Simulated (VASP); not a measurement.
# BaSiGe in VASP: a series of runs, part 3 of 3

VASP 6.6.1. The steps go on from the part before.

## Step 6: Single point, PBE+D3(BJ)

This run uses another cell than the first one, of 143.44 Å³/atom, 0.991 times its volume.

Input file INCAR:

```
SYSTEM = BaSiGe
ALGO = Normal
DIPOL = 0.5 0.5 0.287
EDIFF = 1E-6
ENCUT = 520
GGA = PE
IDIPOL = 3
ISIF = 2
ISMEAR = 0
IVDW = 12
LASPH = .TRUE.
LCHARG = .TRUE.
LDIPOL = .TRUE.
LELF = .TRUE.
LREAL = .FALSE.
LVACPOTAV = .TRUE.
LVHAR = .TRUE.
LWAVE = .FALSE.
NBANDS = 37
NELM = 100
PREC = Accurate
SIGMA = 0.1
```

Input file KPOINTS:

```
k-points
0
G
  4 4 1
  0 0 0
```

Input file POSCAR:

```
BaSiGe
1.0
    4.6356851121      0.0000000000      0.0000000000
    0.0000000000      4.6356851121      0.0000000000
    0.0000000000      0.0000000000     40.0490317200
Ba Si Ge
2 2 2
Direct
    0.0000000000      0.0000000000      0.2160170416
    0.5000000000      0.5000000000      0.3582789903
    0.5000000000      0.5000000000      0.2179556516
    0.0000000000      0.0000000000      0.3563403803
    0.5000000000      0.5000000000      0.2749308274
    0.0000000000      0.0000000000      0.2993652046
```

Potentials or basis: VASP PAW PBE potentials, release 64 (Ba_sv, Si, Ge_d).

The run is started by

```bash
$ cat potpaw_PBE.64/Ba_sv/POTCAR potpaw_PBE.64/Si/POTCAR potpaw_PBE.64/Ge_d/POTCAR > POTCAR
$ mpirun -np 1 vasp_std > vasp.out
```

OUTCAR:

```text
SYSTEM = BaSiGe
   EDIFF = 1E-6
   ENCUT = 520
   GGA = PE
   ISIF = 2
   ISMEAR = 0
   IVDW = 12
   LASPH = .TRUE.
   LREAL = .FALSE.
   NELM = 100
   PREC = Accurate
 IVDW          = 12

 ion  position               nearest neighbor table
   1  0.000  0.000  0.216-   3 3.28   3 3.28   3 3.28   3 3.28   6 3.34
   2  0.500  0.500  0.358-   4 3.28   4 3.28   4 3.28   4 3.28   5 3.34
   3  0.500  0.500  0.218-   5 2.28   1 3.28   1 3.28   1 3.28   1 3.28
   4  0.000  0.000  0.356-   6 2.28   2 3.28   2 3.28   2 3.28   2 3.28
   5  0.500  0.500  0.275-   3 2.28   2 3.34
   6  0.000  0.000  0.299-   4 2.28   1 3.34

  LATTYP: Found a simple tetragonal cell.
 ALAT       =     4.6356851121
 C/A-ratio  =     8.6392907955

  Lattice vectors:

 A1 = (   4.6356851121,   0.0000000000,   0.0000000000)
 A2 = (   0.0000000000,   4.6356851121,   0.0000000000)
 A3 = (   0.0000000000,   0.0000000000,  40.0490317200)

Analysis of symmetry for initial positions (statically):
=====================================================================
 Subroutine PRICEL returns:
 Original cell was already a primitive cell.

 Routine SETGRP: Setting up the symmetry group for a
 simple tetragonal supercell.

[... 172 lines left out ...]
      2     -29.3445      2.00000
      3     -25.7768      2.00000
      4     -25.7682      2.00000
      5     -25.7552      2.00000
      6     -25.7468      2.00000
[... 229 lines left out ...]
     36       1.8200      0.00000
     37       2.9956      0.00000

------------------------ aborting loop because EDIFF is reached ----------------------------------------

 vacuum level on the upper side and lower side of the slab       (xc-potential included)        -0.148        -0.149

 Edisp (eV)   -1.20397

 E8    (eV) :    -0.6101

  FORCE on cell =-STRESS in cart. coord.  units (eV):
  Direction    XX          YY          ZZ          XY          YZ          ZX
  --------------------------------------------------------------------------------------
  -------------------------------------------------------------------------------------
  Total       0.23452     0.23452     0.03748     0.00000     0.00000     0.00000
  in kB       0.43658     0.43658     0.06977     0.00000     0.00000     0.00000
  external pressure =        0.31 kB  Pullay stress =        0.00 kB

 VOLUME and BASIS-vectors are now :
 -----------------------------------------------------------------------------
  energy-cutoff  :      520.00
  volume of cell :      860.64
      direct lattice vectors                 reciprocal lattice vectors
     4.635685112  0.000000000  0.000000000     0.215717844  0.000000000  0.000000000
     0.000000000  4.635685112  0.000000000     0.000000000  0.215717844  0.000000000
     0.000000000  0.000000000 40.049031720     0.000000000  0.000000000  0.024969393

 POSITION                                       TOTAL-FORCE (eV/Angst)
 -----------------------------------------------------------------------------------
      0.00000      0.00000      8.65127         0.000000      0.000000     -0.002600
      2.31784      2.31784     14.34873         0.000000     -0.000000      0.002600
      2.31784      2.31784      8.72891         0.000000     -0.000000     -0.004095
      0.00000      0.00000     14.27109         0.000000      0.000000      0.004095
      2.31784      2.31784     11.01071         0.000000     -0.000000     -0.023120
      0.00000      0.00000     11.98929         0.000000      0.000000      0.023120
 -----------------------------------------------------------------------------------
    total drift:                                0.000000      0.000000     -0.000115

  FREE ENERGIE OF THE ION-ELECTRON SYSTEM (eV)
  ---------------------------------------------------
  free  energy   TOTEN  =       -24.4803228380 eV

  energy  without entropy=      -24.4578429305  energy(sigma->0) =      -24.46908288

 vacuum level on the upper side and lower side of the slab         1.296         1.296
```

It took 5.5 min on 1 thread of Intel Xeon 6975P-C (Granite Rapids), shared host; peak memory 0.84 GiB.

Results:

* Free energy: -24.4803 eV
* Largest force: 0.023 eV/Å
* Band gap on the k mesh: zero (band 28 reaches -1.10 eV, above the bottom of band 29 at -1.30 eV)
* Dispersion energy per atom: -0.201 eV
* Work function of the upper face: 2.64 eV
* Work function of the lower face: 2.64 eV

Forces on the atoms (eV/Å):
```
Ba   0.000  0.000 -0.003
Ba   0.000  0.000  0.003
Si   0.000  0.000 -0.004
Si   0.000  0.000  0.004
Ge   0.000  0.000 -0.023
Ge   0.000  0.000  0.023
```

Levels at points of the mesh, in eV from the Fermi level:
```
           k point  band 24  band 25  band 26  band 27  band 28  band 29  band 30  band 31  band 32  band 33
(0.00, 0.00, 0.00)    -1.24    -1.23    -1.23     0.25     0.25     0.76     0.88     1.06     1.41     1.41
(0.50, 0.00, 0.00)    -2.37    -1.35    -1.35    -1.23    -1.23     0.95     0.95     1.37     1.37     2.29
(0.50, 0.50, 0.00)    -2.68    -1.13    -1.13    -0.56    -0.56     0.39     0.39     1.42     1.42     2.95
```

Caveat: spin-orbit coupling is left out, which moves the levels of the heavy elements.

## Step 7: Single point, PBE+D3(BJ)

This run uses another cell than the first one, of 75.25 Å³/atom, 0.520 times its volume.

Input file INCAR:

```
SYSTEM = BaSiGe
PREC = Accurate ; ENCUT = 520
EDIFF = 1E-6 ; ISMEAR = 0
SIGMA = 0.1 ; LREAL = .False.
LASPH = .True. ; NELM = 100
ALGO = Normal ; ISIF = 2
LWAVE = .False. ; LCHARG = .False.
LDIPOL = .True. ; IDIPOL = 3
DIPOL = 0.5 0.5 0.500 ; GGA = PE
IVDW = 12 ; NBANDS = 37
```

Input file KPOINTS:

```
regular mesh
0
Gamma
  4 4 1
  0 0 0
```

Input file POSCAR:

```
BaSiGe
1.0
    4.4306339000      0.0000000000      0.0000000000
    0.0000000000      4.4306339000      0.0000000000
    0.0000000000      0.0000000000     23.0000000000
Ba Si Ge
2 2 2
Direct
    0.0000000000      0.0000000000      0.3741248300
    0.5000000000      0.5000000000      0.6258751700
    0.5000000000      0.5000000000      0.3233800900
    0.0000000000      0.0000000000      0.6766199100
    0.5000000000      0.5000000000      0.4295652200
    0.0000000000      0.0000000000      0.5704347800
```

The run is started by

```bash
$ cat potpaw_PBE.64/Ba_sv/POTCAR potpaw_PBE.64/Si/POTCAR potpaw_PBE.64/Ge_d/POTCAR > POTCAR
$ mpirun -np 1 vasp_std > vasp.out
```

Run time: 2 min. Hardware: 1 thread of Intel Xeon 6975P-C (Granite Rapids), shared host; peak memory 0.56 GiB.

Results (log left out):

| Property | Result |
| --- | --- |
| Free energy | -22.2367 eV |
| Largest force | 1.586 eV/Å |
| Band gap on the k mesh | zero (band 28 reaches -0.89 eV, above the bottom of band 29 at -1.78 eV) |
| Dispersion energy per atom | -0.174 eV |

Forces in eV/Å, atoms in the order of the input:
```
Ba   0.000  0.000  0.023
Ba   0.000  0.000 -0.023
Si   0.000  0.000  1.586
Si   0.000  0.000 -1.586
Ge   0.000  0.000 -1.068
Ge   0.000  0.000  1.068
```

Levels at points of the mesh, in eV from the Fermi level:
```csv
k point,band 26,band 27,band 28,band 29,band 30,band 31
"(0.00, 0.00, 0.00)",0.47,0.62,0.62,1.09,1.14,1.30
"(0.50, 0.00, 0.00)",-0.79,-0.55,-0.55,0.81,0.81,2.53
"(0.50, 0.50, 0.00)",-0.46,-0.42,-0.42,-0.27,-0.27,-0.10
```

Caveat: spin-orbit coupling is left out, which moves the levels of the heavy elements.

## Step 8: Overview

| cell | k mesh | gap on the mesh (eV) | largest force (eV/Å) |
| --- | --- | --- | --- |
| a = 4.657, b = 4.657, c = 40.049 Å, 6 atoms | 8 × 8 × 1 | none | 0.02 |
| a = 4.636, b = 4.636, c = 40.049 Å, 6 atoms | 8 × 8 × 1 | none | 0.19 |
| a = 4.431, b = 4.431, c = 23.000 Å, 6 atoms | 4 × 4 × 1 | none | 1.59 |
| a = 4.636, b = 4.636, c = 40.049 Å, 6 atoms | 4 × 4 × 1 | none | 0.02 |

Alike in all rows: task single point; level PBE+D3(BJ); potentials or basis VASP PAW PBE potentials, release 64 (Ba_sv, Si, Ge_d); no spin polarisation; cutoff (eV) 520; smearing gaussian 0.1 eV.

Caveats: spin-orbit coupling is left out, which moves the levels of the heavy elements.

Total energies depend on the potentials used, so only differences within one code and one set of settings carry meaning.
